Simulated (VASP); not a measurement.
Runs of VASP 6.6.1 on GaN. The structure is that of space group F-43m (No. 216), or close to it. The cells are those of the table. 

```csv
cell,gap on the mesh (eV),pressure (GPa)
"a = 3.054 Å, angles 60.0°, 2 atoms",2.97,32.6
"a = 3.270 Å, angles 60.0°, 2 atoms",1.61,-12.7
"a = 3.187 Å, angles 60.0°, 2 atoms",2.12,(b)
"a = 3.144 Å, angles 60.0°, 2 atoms",(c),8.5
"a = 3.100 Å, angles 60.0°, 2 atoms",2.67,19.3
"a = 3.229 Å, angles 60.0°, 2 atoms",1.86,-7.0
"a = 3.310 Å, angles 60.0°, 2 atoms",1.36,(a)
```

Alike in all rows: task single point; level r2SCAN; potentials or basis VASP PAW PBE potentials, release 64 (Ga_d, N); no spin polarisation; k mesh 8 × 8 × 8; cutoff (eV) 520; smearing gaussian 0.01 eV.

Task: Fill in the values left out.

Result: (a) -17.4; (b) -0.1; (c) 2.39.

Caveats: the PAW data sets were made with another functional, which shifts forces and pressure a little.

A k mesh can miss the band edges, and the runs leave out spin-orbit coupling on Ga.
